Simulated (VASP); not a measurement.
# BaTiO3 (Amm2) in VASP: a series of runs, part 2 of 2

VASP 6.6.1. The steps go on from the part before.

### 4 Single point, PBE (equal xx and yy strain of +3 %)

Contents of INCAR:

```
SYSTEM = BaTiO3
ALGO = Normal
EDIFF = 1E-6
ENCUT = 520
GGA = PE
ISIF = 2
ISMEAR = -1
LASPH = .TRUE.
LCHARG = .FALSE.
LREAL = .FALSE.
LWAVE = .FALSE.
NBANDS = 28
NELM = 100
PREC = Accurate
SIGMA = 0.05
```

Contents of KPOINTS:

```
k-points
0
G
  8 8 8
  0 0 0
```

Contents of POSCAR:

```
BaTiO3
1.0
    4.1036230000      0.0000000000      0.0000000000
    0.0000000000      2.9221615000      2.8458000000
    0.0000000000     -2.9221615000      2.8458000000
Ba Ti O
1 1 3
Direct
    0.0000000000      0.0000000000      0.0000000000
    0.5000000000      0.5079000000      0.5079000000
    0.0000000000      0.4921000000      0.4921000000
    0.5000000000      0.5025100000      0.9937100000
    0.5000000000      0.9937100000      0.5025100000
```

Potentials or basis: VASP PAW PBE potentials, release 64 (Ba_sv, Ti_sv, O).

The run is started by

```sh
$ cat potpaw_PBE.64/Ba_sv/POTCAR potpaw_PBE.64/Ti_sv/POTCAR potpaw_PBE.64/O/POTCAR > POTCAR
$ mpirun -np 1 vasp_std > vasp.out
```

OUTCAR:

```text
SYSTEM = BaTiO3
   EDIFF = 1E-6
   ENCUT = 520
   GGA = PE
   ISIF = 2
   ISMEAR = -1
   LASPH = .TRUE.
   LREAL = .FALSE.
   NELM = 100
   PREC = Accurate

 ion  position               nearest neighbor table
   1  0.000  0.000  0.000-   3 2.80   4 2.89   5 2.89   4 2.89   5 2.89   3 2.89   4 2.90   5 2.90
                             4 2.90   5 2.90   3 2.92   3 2.92   2 3.47   2 3.47   2 3.54   2 3.54
   2  0.500  0.508  0.508-   4 1.98   5 1.98   3 2.05   3 2.05   5 2.10   4 2.10   1 3.47   1 3.47
                             1 3.54   1 3.54   1 3.57   1 3.57   1 3.57   1 3.57
   3  0.000  0.492  0.492-   2 2.05   2 2.05   1 2.80   1 2.89   1 2.92   1 2.92
   4  0.500  0.503  0.994-   2 1.98   2 2.10   1 2.89   1 2.89   1 2.90   1 2.90
   5  0.500  0.994  0.503-   2 1.98   2 2.10   1 2.89   1 2.89   1 2.90   1 2.90

  LATTYP: Found a base centered orthorhombic cell.
 ALAT       =     5.6916000000
 B/A-ratio  =     1.0268330522
 C/A-ratio  =     0.7209963806

  Lattice vectors:

 A1 = (   0.0000000000,   2.9221615000,   2.8458000000)
 A2 = (   0.0000000000,  -2.9221615000,   2.8458000000)
 A3 = (   4.1036230000,   0.0000000000,   0.0000000000)

Analysis of symmetry for initial positions (statically):
=====================================================================
 Subroutine PRICEL returns:
 Original cell was already a primitive cell.

 Routine SETGRP: Setting up the symmetry group for a
 base centered orthorhombic supercell.

 Subroutine GETGRP returns: Found  4 space group operations
 (whereof  4 operations were pure point group operations)
 out of a pool of  8 trial point group operations.

The static configuration has the point symmetry C_2v.

Analysis of symmetry for dynamics (positions and initial velocities):
=====================================================================
 Subroutine PRICEL returns:
 Original cell was already a primitive cell.

[... 131 lines left out ...]
   IMIX   =      4    mixing-type and parameters
     AMIX     =   0.40;   BMIX     =  1.00
     AMIX_MAG =   1.60;   BMIX_MAG =  1.00
  volume/ion in A,a.u.               =      13.65        92.12
  Fermi-wavevector in a.u.,A,eV,Ry     =   1.370018  2.588958 25.537431  1.876948
  Thomas-Fermi vector in A             =   2.495841
   LORBIT       =      0    0 simple, 1 ext, 2 COOP (PROOUT), +10 PAW based schemes
   GGA     = PE    functional components
   LHFCALC =     F    Hartree Fock is set to
   AEXX    =    0.0000 exact exchange contribution
   IVDW    =     0    specifies the selected vdW correction
   LEPSILON=     F    determine dielectric tensor
   LRPA    =     F    only Hartree local field effects (RPA)
 non-spin polarized calculation
  energy-cutoff  :      520.00
  volume of cell :       68.25
 maximum number of plane-waves:      1850
 NGX is ok and might be reduce to    32
   NGX = 15   NGY = 15   NGZ = 15

 number of electron      40.0000009 magnetization

 Free energy of the ion-electron system (eV)
  ---------------------------------------------------
  ext. energy  EPLUGINS =         0.00000000
  ---------------------------------------------------
  free energy    TOTEN  =       -39.93248618 eV

  energy without entropy =      -39.93248617  energy(sigma->0) =      -39.93248617

 E-fermi :   4.2306     XC(G=0): -10.9314

 val. band max:        3.3781299081   @ k =   0.5000   0.5000   0.5000
 cond. band min:       5.0645270821   @ k =   0.0000   0.0000   0.0000
 fundamental gap:      1.6863971740
 Fermi energy:         4.2306429188

 k-point     1 :       0.0000    0.0000    0.0000
  band No.  band energies     occupation
      1     -53.4906      2.00000
      2     -29.6902      2.00000
      3     -29.6719      2.00000
      4     -29.6656      2.00000
      5     -21.6118      2.00000
      6     -13.3807      2.00000
[... 733 lines left out ...]
     27      11.0563      0.00000
     28      12.5297      0.00000

 [... further k-points ...]

------------------------ aborting loop because EDIFF is reached ----------------------------------------

  FORCE on cell =-STRESS in cart. coord.  units (eV):
  Direction    XX          YY          ZZ          XY          YZ          ZX
  --------------------------------------------------------------------------------------
  -------------------------------------------------------------------------------------
  Total       -2.7112392     -3.3966237     -0.8711001      0.0000000      0.0000000      0.0000000
  in kB      -63.6461847    -79.7355467    -20.4490239      0.0000000      0.0000000      0.0000000
  external PRESSURE =     -54.6102518 kB  Pullay stress =       0.0000000 kB

 VOLUME and BASIS-vectors are now :
 -----------------------------------------------------------------------------
  energy-cutoff  :      520.00
  volume of cell :       68.25
      direct lattice vectors                 reciprocal lattice vectors
     4.103623000  0.000000000  0.000000000     0.243687103  0.000000000  0.000000000
     0.000000000  2.922161500  2.845800000     0.000000000  0.171106217  0.175697519
     0.000000000 -2.922161500  2.845800000     0.000000000 -0.171106217  0.175697519

 POSITION                                       TOTAL-FORCE (eV/Angst)
 -----------------------------------------------------------------------------------
      0.00000      0.00000      0.00000         0.000000      0.000000      0.067567
      2.05181      0.00000      2.89076         0.000000      0.000000      0.312824
      0.00000      0.00000      2.80084         0.000000      0.000000      0.139707
      2.05181     -1.43537      4.25794         0.000000      0.135951     -0.260049
      2.05181      1.43537      4.25794         0.000000     -0.135951     -0.260049
 -----------------------------------------------------------------------------------
    total drift:                                0.000000     -0.000001     -0.000340

  FREE ENERGIE OF THE ION-ELECTRON SYSTEM (eV)
  ---------------------------------------------------
  free  energy   TOTEN  =       -39.9324861762 eV

  energy  without entropy=      -39.9324861723  energy(sigma->0) =      -39.93248617
```

OSZICAR:

```text
N       E                     dE             d eps       ncg     rms          rms(c)
DAV:   1     0.432613023740E+03    0.43261E+03   -0.20811E+04  5880   0.153E+03
DAV:   2    -0.488724932370E+01   -0.43750E+03   -0.41761E+03  6808   0.423E+02
DAV:   3    -0.489909555104E+02   -0.44104E+02   -0.43703E+02  8156   0.133E+02
DAV:   4    -0.511016851389E+02   -0.21107E+01   -0.21058E+01  9016   0.248E+01
DAV:   5    -0.511771833559E+02   -0.75498E-01   -0.75487E-01  7996   0.338E+00    0.218E+01
DAV:   6    -0.403254310367E+02    0.10852E+02   -0.60332E+01  8532   0.637E+01    0.103E+01
DAV:   7    -0.401928391600E+02    0.13259E+00   -0.12229E+01  8004   0.249E+01    0.632E+00
DAV:   8    -0.399847217240E+02    0.20812E+00   -0.59689E-01  7048   0.609E+00    0.389E+00
DAV:   9    -0.399986973427E+02   -0.13976E-01   -0.78355E-01  8380   0.777E+00    0.237E+00
DAV:  10    -0.399382668135E+02    0.60431E-01   -0.31551E-01  7340   0.491E+00    0.596E-01
DAV:  11    -0.399336710446E+02    0.45958E-02   -0.31556E-02  6936   0.109E+00    0.356E-01
DAV:  12    -0.399329237714E+02    0.74727E-03   -0.93851E-03  7584   0.869E-01    0.164E-01
DAV:  13    -0.399324886778E+02    0.43509E-03   -0.11344E-03  7532   0.316E-01    0.341E-02
DAV:  14    -0.399324937613E+02   -0.50835E-05   -0.78181E-05  8156   0.602E-02    0.253E-02
DAV:  15    -0.399324864826E+02    0.72788E-05   -0.19762E-05  8196   0.392E-02    0.722E-03
DAV:  16    -0.399324861762E+02    0.30632E-06   -0.56045E-06  7188   0.203E-02
   1 F= -.39932486E+02 E0= -.39932486E+02  d E =-.390277E-08
```

stdout:

```text
POSCAR found type information on POSCAR BaTiO
 POSCAR found :  3 types and       5 ions
 scaLAPACK will be used
 LDA part: xc-table for (Slater+PW92), standard interpolation
 POSCAR, INCAR and KPOINTS ok, starting setup
 FFT: planning ... GRIDC
 FFT: planning ... GRID_SOFT
 FFT: planning ... GRID
 WAVECAR not read
 entering main loop
```

It took 3 min on 1 thread of Intel Xeon Platinum 8259CL at 2.50GHz (Skylake/Cascade Lake), shared host; peak memory 0.32 GiB.

What came out:

* Free energy: -39.9325 eV
* Pressure: -5.5 GPa
* Largest force: 0.313 eV/Å
* Band gap on the k mesh: 1.69 eV (least direct gap 1.87 eV)

Forces in eV/Å, atoms in the order of the input:
```
Ba   0.000  0.000  0.068
Ti   0.000  0.000  0.313
O    0.000  0.000  0.140
O    0.000  0.136 -0.260
O    0.000 -0.136 -0.260
```

Caveat: the cell differs from its parent crystal (equal xx and yy strain of +3 %); the stress differs along the axes, from -8 to -2 GPa; spin-orbit coupling is left out, which moves the levels of the heavy elements. A k mesh can miss the band edges.

### 5 Summary

| cell | gap on the mesh (eV) | pressure (GPa) | largest force (eV/Å) |
| --- | --- | --- | --- |
| a = 3.904, b = 3.979, c = 3.979 Å, angles 88.7, 90.0, 90.0°, 5 atoms | 1.81 | 11.6 | 0.16 |
| a = 4.024, b = 4.038, c = 4.038 Å, angles 90.4, 90.0, 90.0°, 5 atoms | 1.76 | 0.3 | 0.22 |
| a = 4.104, b = 4.079, c = 4.079 Å, angles 91.5, 90.0, 90.0°, 5 atoms | 1.69 | -5.5 | 0.31 |

Alike in all rows: task single point; level PBE; potentials or basis VASP PAW PBE potentials, release 64 (Ba_sv, Ti_sv, O); no spin polarisation; k mesh 8 × 8 × 8; cutoff (eV) 520; smearing fermi-dirac 0.05 eV.

Caveats: spin-orbit coupling is left out, which moves the levels of the heavy elements; the stress differs along the axes, from 7 to 14 GPa (at least some runs); the stress differs along the axes, from -8 to -2 GPa (at least some runs).

Total energies depend on the potentials used, so only differences within one code and one set of settings carry meaning.
